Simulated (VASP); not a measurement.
Write the native input for VASP 6.6.1 that does the following.

```
Task                   : relaxation of shape and atoms at fixed volume
Functional             : PBE
Potentials or basis    : VASP PAW PBE potentials, release 64 (Fe, O)
Cutoff                 : 600 eV
k mesh                 : 12 × 12 × 12
Occupations            : gaussian, width 0.02 eV
Spin                   : collinear spin, ferromagnetic start
Starting moments       : [3.9, 0.17] μB
Hubbard terms          : Fe d U = 5.3 eV
Dipole correction      : no
Further INCAR settings : ALGO = Normal; EDIFF = 1e-06; IBRION = 2; EDIFFG = -0.01; NSW = 50; ISIF = 4
```

The structure of FeO lies in POSCAR:

```
FeO
1.0
    1.6001106660      0.9238243238      2.5076439209
   -1.6001106660      0.9238243238      2.5076439209
    0.0000000000     -1.8476486475      2.5076439210
Fe O
1 1
Direct
    0.0000000000      0.0000000000      0.0000000000
    0.5000000000      0.5000000000      0.5000000000
```

These files were run (other wordings do the same):

INCAR

```
PREC = Accurate
ENCUT = 600
EDIFF = 1E-6
ISMEAR = 0
SIGMA = 0.02
LREAL = F
LASPH = T
NELM = 150
ALGO = Normal
ISIF = 4
LWAVE = F
LCHARG = F
ISPIN = 2
MAGMOM = 3.9 0.17
LORBIT = 11
LMAXMIX = 4
LDAU = T
LDAUTYPE = 2
LDAUL = 2 -1
LDAUU = 5.3 0
LDAUJ = 0 0
LDAUPRINT = 1
GGA = PE
IBRION = 2
NSW = 50
EDIFFG = -0.01
```

KPOINTS

```
regular mesh
0
Gamma
  12 12 12
```

Potentials or basis: VASP PAW PBE potentials, release 64 (Fe, O).

Launch:

```console
$ cat potpaw_PBE.64/Fe/POTCAR potpaw_PBE.64/O/POTCAR > POTCAR
$ mpirun -np 1 vasp_std > vasp.out
```

Results of the run:

The energy gained by relaxing is 2.1 meV/atom and the ionic steps are 3. The pressure after relaxing is -13.1 GPa and the band gap on the k mesh is zero (filled and empty bands overlap). The net moment is 4.00 μB per cell and the site moments are Fe +3.85; O +0.15 μB. The valence electrons inside the program's atomic spheres are Fe 6.61; O 4.96.

Caveat: a cell with one magnetic atom can't hold antiferromagnetic order, which such compounds often take.

It took 9.7 min on 1 thread of Intel Xeon 8259CL, with other jobs on the host, peak memory 0.26 GiB.
